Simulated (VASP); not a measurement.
Wanted: the native input for a VASP 6.6.1 run.

```yaml
Task: single point
Functional: PBE
Potentials_or_basis: VASP PAW PBE potentials, release 64 (Sb)
Cutoff: 520 eV
k_mesh: 13 × 13 × 7
Occupations: fermi-dirac, width 0.1 eV
Spin: no spin polarisation
Dipole_correction: no
Further_INCAR_settings: ALGO = Normal; EDIFF = 1e-07; NBANDS = 12
```

The structure of Sb lies in POSCAR:

```
Sb
1.0
    3.3210683133      0.0000000000      0.0000000000
   -1.6605341567      2.8761295270      0.0000000000
    0.0000000000      0.0000000000      5.1368977570
Sb
2
Direct
    0.3333333333      0.6666666667      0.2500000000
    0.6666666667      0.3333333333      0.7500000000
```

One way to write it, as run:

INCAR

```
PREC = Accurate
ENCUT = 520
EDIFF = 1E-7
ISMEAR = -1
SIGMA = 0.1
LREAL = F
LASPH = T
NELM = 80
ALGO = Normal
ISIF = 2
LWAVE = F
LCHARG = F
GGA = PE
NBANDS = 12
```

KPOINTS

```
regular mesh
0
Gamma
  13 13 7
```

Potentials or basis: VASP PAW PBE potentials, release 64 (Sb).

Command:

```sh
$ cat potpaw_PBE.64/Sb/POTCAR > POTCAR
$ mpirun -np 1 vasp_std > vasp.out
```

It gave:

| Property | Result |
| --- | --- |
| Pressure | 8.3 GPa |
| Band gap on the k mesh | zero (band 5 reaches 13.94 eV, above the bottom of band 6 at 6.83 eV) |

Caveat: spin-orbit coupling is left out, which moves the levels of the heavy elements.

It took 34 s on 1 thread of Intel Xeon 6975P-C, with other jobs on the host, peak memory 0.2 GiB.
